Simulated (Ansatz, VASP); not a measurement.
NiO: VASP beside Ansatz

```
Ni O
1.0
     0.00000    2.28355    2.28355
     2.28355    0.00000    2.28355
     2.28355    2.28355    0.00000
Ni O
1 1
Direct
  0.00000 0.00000 0.00000
  0.25000 0.25000 0.25000
```

Alike in both runs: functional HSE06; k mesh 5 × 5 × 5; occupations fermi-dirac, width 0.05 eV; collinear spin.

|  | VASP | Ansatz |
| --- | --- | --- |
| version | VASP 6.6.1 | Ansatz 0.2.0 |
| potentials or method | VASP PAW PBE potentials, release 64 (Ni, O) | Ansatz PAW |
| plane-wave cutoff (eV) | 520 | 420 |
| valence electrons in the cell | 16 | 24 |
| task | single point | band structure |

VASP gave:

| Quantity | Value |
| --- | --- |
| gap on the k mesh at the Fermi level (eV) | none |
| pressure (GPa) | -11.0 |
| net moment per atom (μB) | 1.00 |
| size of the moment on the site where the two differ most (μB) | 1.66 |

Which values does Ansatz return?

gap on the k mesh at the Fermi level (eV): none; pressure (GPa): -11.5; net moment per atom (μB): 1.00; size of the moment on the site where the two differ most (μB): 1.67.

Site moments also hang on the region over which each program counts them. A gap of «none» marks a metal or a gap that the smearing closes. VASP's potentials hold 16 valence electrons a cell and Ansatz's 24, so a difference there can come from the potentials and not from the codes.

The k mesh is coarse, so the values compare programs but aren't converged. Noted on Ansatz's run: the magnetic or orbital state may not be the lowest.
